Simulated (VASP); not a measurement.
Write the native input for VASP 6.6.1 that does the following.

```yaml
Task: single point
Functional: PBE
Potentials_or_basis: VASP PAW PBE potentials, release 64 (Ni, O)
Cutoff: 520 eV
k_mesh: 9 × 9 × 9
Occupations: fermi-dirac, width 0.05 eV
Spin: collinear spin, ferromagnetic start
Starting_moments: "[2.0, 0.0] μB"
Fixed_moment: 2 μB
Dipole_correction: no
Further_INCAR_settings: ALGO = Normal; EDIFF = 1e-07; NBANDS = 19
```

The structure of NiO lies in POSCAR:

```
NiO
1.0
    2.5046153800      0.0000000000      0.0000000000
    0.0000000000      2.5046153800      0.0000000000
    0.0000000000      0.0000000000      2.5046153800
Ni O
1 1
Direct
    0.0000000000      0.0000000000      0.0000000000
    0.5000000000      0.5000000000      0.5000000000
```

These files were run (other wordings do the same):

INCAR

```
SYSTEM = NiO
PREC = Accurate
ENCUT = 520
EDIFF = 1E-7
ISMEAR = -1
SIGMA = 0.05
LREAL = .FALSE.
LASPH = .TRUE.
NELM = 150
ALGO = Normal
ISIF = 2
LWAVE = .FALSE.
LCHARG = .FALSE.
ISPIN = 2
MAGMOM = 2 0
LORBIT = 11
NUPDOWN = 2.0
LMAXMIX = 4
GGA = PE
NBANDS = 19
```

KPOINTS

```
Automatic mesh
0
G
  9 9 9
  0 0 0
```

Potentials or basis: VASP PAW PBE potentials, release 64 (Ni, O).

Run with:

```bash
$ cat potpaw_PBE.64/Ni/POTCAR potpaw_PBE.64/O/POTCAR > POTCAR
$ mpirun -np 1 vasp_std > vasp.out
```

Results of the run:

The pressure is 32.9 GPa. The net moment is 2.00 μB per cell, the site moments are Ni +1.43; O +0.52 μB and the valence electrons inside the program's atomic spheres are Ni 9.13; O 4.96.

Caveat: the total moment is fixed, so each spin has its own Fermi level; a cell with one magnetic atom can't hold antiferromagnetic order, which such compounds often take.

It took 37 s on 1 thread of Intel Xeon 8259CL (shared host), peak memory 0.14 GiB.
